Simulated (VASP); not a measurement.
Input of a VASP 6.6.1 run:

File INCAR:

```
PREC = Accurate
ENCUT = 520
EDIFF = 1E-6
ISMEAR = 0
SIGMA = 0.15
LREAL = False
LASPH = True
NELM = 80
ALGO = Normal
ISIF = 2
LWAVE = False
LCHARG = False
GGA = PS
NBANDS = 8
```

The input KPOINTS:

```
regular mesh
0
Gamma
  16 16 16
```

The input POSCAR:

```
Sb
1.0
    3.1600000000      0.0000000000      0.0000000000
    0.0000000000      3.1600000000      0.0000000000
    0.0000000000      0.0000000000      3.1600000000
Sb
1
Direct
    0.0000000000      0.0000000000      0.0000000000
```

Potentials or basis: VASP PAW PBE potentials, release 64 (Sb).

The run is started by

```sh
$ cat potpaw_PBE.64/Sb/POTCAR > POTCAR
$ mpirun -np 1 vasp_std > vasp.out
```

Predict the pressure.

-4.9 GPa.

Caveat: the PAW data sets were made with another functional, which shifts forces and pressure a little.
